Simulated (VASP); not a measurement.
Wanted: the native input for a VASP 6.6.1 run.

| Item | Value |
| --- | --- |
| Task | single point |
| Functional | LDA |
| Potentials or basis | VASP PAW LDA potentials, release 64 (C, H) |
| Cutoff | 520 eV |
| k mesh | 3 × 3 × 3 |
| Occupations | fermi-dirac, width 0.05 eV |
| Spin | collinear spin, zero start |
| Starting moments | [0.0, 0.0, 0.0, 0.0, 0.0, 0.0, 0.0, 0.0, 0.0, 0.0, 0.0, 0.0, 0.0, 0.0, 0.0, 0.0, 0.0] μB |
| Dipole correction | no |
| Further INCAR settings | LREAL = Auto; ALGO = Normal; EDIFF = 1e-06; NBANDS = 50 |

The structure of HC16 (a cell with a defect) lies in POSCAR:

```
HC16
1.0
    0.0000000000      3.5700000000      3.5700000000
    3.5700000000      0.0000000000      3.5700000000
    3.5700000000      3.5700000000      0.0000000000
C H
16 1
Direct
    0.0160924370      0.0136554622     -0.0134593838
    0.1268207283      0.1268487395      0.1422829132
    0.0238515406     -0.0031792717      0.5014425770
    0.1589915966      0.1261344538      0.5962464986
    0.0091876751      0.5164985994     -0.0220168067
    0.1420588235      0.6490336134      0.1121428571
    0.0145098039      0.5001960784      0.4860784314
    0.1665406162      0.6184173669      0.6153641457
    0.5442857143      0.0170588235     -0.0309523810
    0.6546078431      0.1334593838      0.1131232493
    0.5173529412      0.0056722689      0.5110224090
    0.6684033613      0.1375350140      0.5877030812
    0.5219327731      0.4963305322     -0.0003921569
    0.6336974790      0.6459943978      0.1117647059
    0.5340756303      0.5003501401      0.4837114846
    0.6429411765      0.6391036415      0.5933893557
    0.7856722689      0.1806302521      0.2649439776
```

The input as run:

INCAR

```
SYSTEM = HC16
ALGO = Normal
EDIFF = 1E-6
ENCUT = 520
GGA = CA
ISIF = 2
ISMEAR = -1
ISPIN = 2
LASPH = .True.
LCHARG = .False.
LORBIT = 11
LREAL = Auto
LWAVE = .False.
MAGMOM = 0 0 0 0 0 0 0 0 0 0 0 0 0 0 0 0 0
NBANDS = 50
NELM = 150
PREC = Accurate
SIGMA = 0.05
```

KPOINTS

```
k-points
0
Gamma
  3 3 3
  0 0 0
```

Potentials or basis: VASP PAW LDA potentials, release 64 (C, H).

Run with:

```bash
$ cat potpaw_LDA.64/C/POTCAR potpaw_LDA.64/H/POTCAR > POTCAR
$ mpirun -np 1 vasp_std > vasp.out
```

It gave:

```yaml
Pressure: 6.3 GPa
Largest_force: 5.810 eV/Å
Net_moment: 0.00 μB per cell
Valence_electrons_inside_the_program's_atomic_spheres: C 2.58, 2.52, 2.66, 2.59, 2.54, 2.55, 2.61, 2.64, 2.57; H 0.64
```

Caveat: the k points lie up to 0.51 Å⁻¹ apart.

Wall time 3.8 min on 1 thread of Intel Xeon 6975P-C (shared host), peak memory 0.25 GiB.
